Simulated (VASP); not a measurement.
A run of VASP 6.6.1 is set up as follows.

INCAR

```
PREC     = Accurate       # precision mode
ENCUT    = 500            # plane-wave cutoff, eV
EDIFF    = 1E-6           # SCF threshold, eV
ISMEAR   = 0              # smearing method
SIGMA    = 0.01           # smearing width, eV
LREAL    = F              # projectors in reciprocal space
LASPH    = T              # aspherical terms in the spheres
NELM     = 120            # most SCF steps
ALGO     = Normal         # electronic algorithm
ISIF     = 2              # what is computed and relaxed
LWAVE    = F              # write WAVECAR
LCHARG   = T              # write CHGCAR
GGA      = CA             # functional
LELF     = T              # ELF
LVHAR    = T            
NBANDS   = 16             # bands
GGA_COMPAT= F
```

The input KPOINTS:

```
regular mesh
0
Gamma
  6 6 6
```

File POSCAR:

```
CdSe
1.0
    0.0000000000      3.0702710000      3.0702710000
    3.0702710000      0.0000000000      3.0702710000
    3.0702710000      3.0702710000      0.0000000000
Cd Se
1 1
Direct
    0.0000000000      0.0000000000      0.0000000000
    0.7500000000      0.7500000000      0.7500000000
```

Potentials or basis: VASP PAW LDA potentials, release 64 (Cd, Se).

Command:

```sh
$ cat potpaw_LDA.64/Cd/POTCAR potpaw_LDA.64/Se/POTCAR > POTCAR
$ mpirun -np 1 vasp_std > vasp.out
```

(1) What does it give for the pressure?

(2) What does it give for the band gap on the k mesh?

Answers

(1) -2.9 GPa.

(2) 0.30 eV, direct.
